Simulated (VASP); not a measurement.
InP, 2 atoms in the cell. Symmetry: Fm-3m, No. 225, cubic system. The conventional cell has a = 5.822 Å, b = 5.822 Å, c = 5.822 Å, α = 90.00°, β = 90.00°, γ = 90.00°. Within 3.8 Å of In (site symmetry m-3m) lie 6 P at 2.91 Å. P (site symmetry m-3m) has 6 In at 2.91 Å within 3.8 Å.  This cell differs from its parent crystal: volume scaled by 1.06.

```yaml
Program: VASP 6.6.1
Task: single point
Functional: PBEsol
Potentials_or_basis: VASP PAW PBE potentials, release 64 (In_d, P)
Cutoff: 520 eV
k_mesh: 11 × 11 × 11
Occupations: fermi-dirac, width 0.03 eV
Spin: no spin polarisation
Dipole_correction: no
Further_INCAR_settings: ALGO = Normal; EDIFF = 1e-07; NBANDS = 16
```

Potentials or basis: VASP PAW PBE potentials, release 64 (In_d, P).

Run with:

```sh
$ cat potpaw_PBE.64/In_d/POTCAR potpaw_PBE.64/P/POTCAR > POTCAR
$ mpirun -np 1 vasp_std > vasp.out
```

Hardware: 1 thread of Intel(R) Xeon(R) Platinum 8259CL CPU @ 2.50GHz (Skylake/Cascade Lake), with other jobs on the host.

Problem. How long does it take, and how much memory?

Solution. Wall time 38 s on 1 thread of Intel(R) Xeon(R) Platinum 8259CL CPU @ 2.50GHz (Skylake/Cascade Lake) (shared host), peak memory 0.19 GiB. Counts: scf iterations 13, k points 56.
